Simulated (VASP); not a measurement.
# MoS (Pm-3m) in VASP: notebook, part 2 of 2

VASP 6.6.1. Earlier steps stand in the parts before.

**5. Single point, r2SCAN+U**

This run uses another cell than the first one, of 19.53 Å³/atom.

POSCAR reads:

```
MoS
1.0
    3.3928908462      0.0000000000      0.0000000000
    0.0000000000      3.3928908462      0.0000000000
    0.0000000000      0.0000000000      3.3928908462
Mo S
1 1
Direct
    0.0000000000      0.0000000000      0.0000000000
    0.5000000000      0.5000000000      0.5000000000
```

INCAR.step1 reads:

```
  PREC = Accurate
  ENCUT = 520
  ISMEAR = 0
  SIGMA = 0.1
  LREAL = F
  LASPH = T
  NELM = 150
  LMAXMIX = 4
  LDAU = T
  LDAUTYPE = 2
  LDAUL = 2 -1
  LDAUU = 4.38 0
  LDAUJ = 0 0
  NBANDS = 17
  GGA = PE
  ALGO = Normal
  EDIFF = 1E-4
  LWAVE = T
  LCHARG = F
```

INCAR.step2 reads:

```
  PREC = Accurate
  ENCUT = 520
  EDIFF = 1E-7
  ISMEAR = 0
  SIGMA = 0.1
  LREAL = F
  LASPH = T
  NELM = 150
  ALGO = Normal
  ISIF = 2
  LWAVE = F
  LCHARG = F
  LMAXMIX = 4
  LDAU = T
  LDAUTYPE = 2
  LDAUL = 2 -1
  LDAUU = 4.38 0
  LDAUJ = 0 0
  LDAUPRINT = 1
  METAGGA = R2SCAN
  LMIXTAU = T
  NBANDS = 17
  ISTART = 1
```

KPOINTS reads:

```
regular mesh
0
Gamma
  12 12 12
```

Potentials or basis: VASP PAW PBE potentials, release 64 (Mo_sv, S).

Run with:

```sh
> cat potpaw_PBE.64/Mo_sv/POTCAR potpaw_PBE.64/S/POTCAR > POTCAR
> cp INCAR.step1 INCAR
> mpirun -np 1 vasp_std > vasp.out
> cp INCAR.step2 INCAR
> mpirun -np 1 vasp_std > vasp.out
```

OUTCAR:

```text
PREC = Accurate
   ENCUT = 520
   EDIFF = 1E-7
   ISMEAR = 0
   LREAL = F
   LASPH = T
   NELM = 150
   ISIF = 2
   METAGGA = R2SCAN
   ISTART = 1

 ion  position               nearest neighbor table
   1  0.000  0.000  0.000-   2 2.94   2 2.94   2 2.94   2 2.94   2 2.94   2 2.94   2 2.94   2 2.94

   2  0.500  0.500  0.500-   1 2.94   1 2.94   1 2.94   1 2.94   1 2.94   1 2.94   1 2.94   1 2.94

  LATTYP: Found a simple cubic cell.
 ALAT       =     3.3928908462

  Lattice vectors:

 A1 = (   3.3928908462,   0.0000000000,   0.0000000000)
 A2 = (   0.0000000000,   3.3928908462,   0.0000000000)
 A3 = (   0.0000000000,   0.0000000000,   3.3928908462)

Analysis of symmetry for initial positions (statically):
=====================================================================
 Subroutine PRICEL returns:
 Original cell was already a primitive cell.

 Routine SETGRP: Setting up the symmetry group for a
 simple cubic supercell.

 Subroutine GETGRP returns: Found 48 space group operations
 (whereof 48 operations were pure point group operations)
 out of a pool of 48 trial point group operations.

The static configuration has the point symmetry O_h .

Analysis of symmetry for dynamics (positions and initial velocities):
=====================================================================
 Subroutine PRICEL returns:
 Original cell was already a primitive cell.

[... 173 lines left out ...]
  o =  0.0855  v =  0.0000  0.0000  0.0000  0.0000  0.0000  1.0000  0.0000  0.0000  0.0000  0.0000      0.0000  0.0000  0.0000  0.0000  0.0000  0.0000  0.0000  0.0000  0.0000  0.0000
  o =  0.0855  v =  0.0000  0.9955 -0.0000 -0.0942 -0.0000  0.0000  0.0000  0.0000  0.0000  0.0000      0.0000  0.0000  0.0000  0.0000  0.0000  0.0000  0.0000  0.0000  0.0000  0.0000
  o =  0.0855  v =  0.0000  0.0000  0.0000  0.0000  0.0000  0.0000  0.9955 -0.0000 -0.0942 -0.0000      0.0000  0.0000  0.0000  0.0000  0.0000  0.0000  0.0000  0.0000  0.0000  0.0000
  o =  0.0855  v =  0.0000  0.0942 -0.0000  0.9955  0.0000  0.0000  0.0000  0.0000  0.0000  0.0000      0.0000  0.0000  0.0000  0.0000  0.0000  0.0000  0.0000  0.0000  0.0000  0.0000
  o =  0.0855  v =  0.0000  0.0000  0.0000  0.0000  0.0000  0.0000  0.0942 -0.0000  0.9955  0.0000      0.0000  0.0000  0.0000  0.0000  0.0000  0.0000  0.0000  0.0000  0.0000  0.0000
  o =  0.8165  v =  0.0000  0.0000  0.0000  0.0000  0.0000  0.0000 -0.0000 -1.0000 -0.0000  0.0092      0.0000  0.0000  0.0000  0.0000  0.0000  0.0000  0.0000  0.0000  0.0000  0.0000
  o =  0.8165  v =  0.0000 -0.0000 -1.0000 -0.0000  0.0092  0.0000  0.0000  0.0000  0.0000  0.0000      0.0000  0.0000  0.0000  0.0000  0.0000  0.0000  0.0000  0.0000  0.0000  0.0000
  o =  0.8165  v =  0.0000  0.0000  0.0000  0.0000  0.0000  0.0000  0.0000  0.0092 -0.0000  1.0000      0.0000  0.0000  0.0000  0.0000  0.0000  0.0000  0.0000  0.0000  0.0000  0.0000
  o =  0.8165  v =  0.0000  0.0000  0.0092 -0.0000  1.0000  0.0000  0.0000  0.0000  0.0000  0.0000      0.0000  0.0000  0.0000  0.0000  0.0000  0.0000  0.0000  0.0000  0.0000  0.0000

 number of electron      19.9999994 magnetization

 Free energy of the ion-electron system (eV)
  ---------------------------------------------------
  ext. energy  EPLUGINS =         0.00000000
  ---------------------------------------------------
  free energy    TOTEN  =       -28.67649194 eV

  energy without entropy =      -28.67649194  energy(sigma->0) =      -28.67649194

 E-fermi :   8.2542     XC(G=0): -11.6354

 val. band max:        7.7809708245   @ k =   0.5000   0.5000   0.5000
 cond. band min:       8.9100618181   @ k =   0.3333   0.3333   0.3333
 fundamental gap:      1.1290909936
 Fermi energy:         8.2541973020

 k-point     1 :       0.0000    0.0000    0.0000
  band No.  band energies     occupation
      1     -55.4119      2.00000
      2     -28.6831      2.00000
      3     -28.6831      2.00000
      4     -28.6830      2.00000
      5      -6.8396      2.00000
      6       4.2137      2.00000
[... 457 lines left out ...]
      4     -28.6667      2.00000
      5      -5.5233      2.00000
      6       2.3255      2.00000
[... 9 lines left out ...]
     16      17.9246      0.00000
     17      18.4444      0.00000

 [... further k-points ...]
[... 5 lines left out ...]
  --------------------------------------------------------------------------------------
  -------------------------------------------------------------------------------------
  Total       -3.3796772     -3.3796772     -3.3796772     -0.0000000     -0.0000000      0.0000000
  in kB     -138.6360380   -138.6360380   -138.6360380     -0.0000000     -0.0000000      0.0000000
  external PRESSURE =    -138.6360380 kB  Pullay stress =       0.0000000 kB

 VOLUME and BASIS-vectors are now :
 -----------------------------------------------------------------------------
  energy-cutoff  :      520.00
  volume of cell :       39.06
      direct lattice vectors                 reciprocal lattice vectors
     3.392890846  0.000000000  0.000000000     0.294733914  0.000000000  0.000000000
     0.000000000  3.392890846  0.000000000     0.000000000  0.294733914  0.000000000
     0.000000000  0.000000000  3.392890846     0.000000000  0.000000000  0.294733914

 POSITION                                       TOTAL-FORCE (eV/Angst)
 -----------------------------------------------------------------------------------
      0.00000      0.00000      0.00000         0.000000      0.000000      0.000000
      1.69645      1.69645      1.69645         0.000000      0.000000      0.000000
 -----------------------------------------------------------------------------------
    total drift:                               -0.000000      0.000000      0.000000

  FREE ENERGIE OF THE ION-ELECTRON SYSTEM (eV)
  ---------------------------------------------------
  free  energy   TOTEN  =       -28.6764919400 eV

  energy  without entropy=      -28.6764919400  energy(sigma->0) =      -28.67649194
```

Run time: 4.7 min. Hardware: 1 thread of Intel Xeon Platinum 8488C (Sapphire Rapids), shared host; peak memory 0.2 GiB.

Results:

| Item | Value |
| --- | --- |
| Free energy | -28.6765 eV |
| Pressure | -13.9 GPa |
| Band gap on the k mesh | 1.13 eV (least direct gap 1.25 eV) |

Eigenvalues of the final occupation matrices:
| site | spin | trace | eigenvalues |
| --- | --- | --- | --- |
| site 1 d | 1 | 1.89 | 0.09 0.09 0.09 0.82 0.82 |
| site 1 d | 2 | 1.89 | 0.09 0.09 0.09 0.82 0.82 |

Caveat: the cell stands under tension; the PAW data sets were made with another functional, which shifts forces and pressure a little.

**6. Summary**

| cell | gap on the mesh (eV) | pressure (GPa) |
| --- | --- | --- |
| a = 3.150 Å, 2 atoms | none | -14.7 |
| a = 3.206 Å, 2 atoms | 0.03 | -2.4 |
| a = 3.393 Å, 2 atoms | 1.13 | -13.9 |

Alike in all rows: task single point; level r2SCAN+U; potentials or basis VASP PAW PBE potentials, release 64 (Mo_sv, S); no spin polarisation; Mo d U = 4.38 eV; k mesh 12 × 12 × 12; cutoff (eV) 520; smearing gaussian 0.1 eV.

Caveats: the PAW data sets were made with another functional, which shifts forces and pressure a little; the cell stands under tension (at least some runs); U without spin polarisation on a metal has little footing (at least some runs); semilocal functionals underestimate gaps, and a narrow one can read as zero (at least some runs).

Absolute energies hang on the potentials; compare differences alone.
